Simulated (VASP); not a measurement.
Here is a VASP 6.6.1 calculation.

The input POSCAR:

```
Ba
1.0
    3.2993521021     -0.0000000183     -0.0000000316
   -1.0997840168      3.1106589993     -0.0000000316
   -1.0997840168     -1.5553294540      2.6939097423
Ba
1
Direct
    0.0000000000      0.0000000000      0.0000000000
```

The input INCAR.step1:

```
SYSTEM = Ba
PREC = Accurate ; ENCUT = 520
ISMEAR = -1 ; SIGMA = 0.15
LREAL = .FALSE. ; LASPH = .TRUE.
NELM = 80 ; NBANDS = 11
GGA = PE ; ALGO = Normal
EDIFF = 1E-4 ; LWAVE = .TRUE.
LCHARG = .FALSE.
```

INCAR.step2

```
SYSTEM = Ba
PREC = Accurate ; ENCUT = 520
EDIFF = 1E-7 ; ISMEAR = -1
SIGMA = 0.15 ; LREAL = .FALSE.
LASPH = .TRUE. ; NELM = 80
ALGO = Normal ; ISIF = 2
LWAVE = .FALSE. ; LCHARG = .TRUE.
METAGGA = R2SCAN ; LMIXTAU = .TRUE.
LELF = .TRUE. ; LVHAR = .TRUE.
NBANDS = 11 ; ISTART = 1
```

File KPOINTS:

```
Automatic mesh
0
G
  7 7 7
  0 0 0
```

Potentials or basis: VASP PAW PBE potentials, release 64 (Ba_sv).

Command:

```bash
$ cat potpaw_PBE.64/Ba_sv/POTCAR > POTCAR
$ cp INCAR.step1 INCAR
$ mpirun -np 1 vasp_std > vasp.out
$ cp INCAR.step2 INCAR
$ mpirun -np 1 vasp_std > vasp.out
```

(1) Estimate the pressure.

(2) Predict the band gap on the k mesh.

Results:

(1) 23.7 GPa.

(2) zero (bands 5 and 6 overlap by 3.40 eV).

Caveat: the cell stands under pressure; the PAW data sets were made with another functional, which shifts forces and pressure a little; spin-orbit coupling is left out, which moves the levels of the heavy elements.
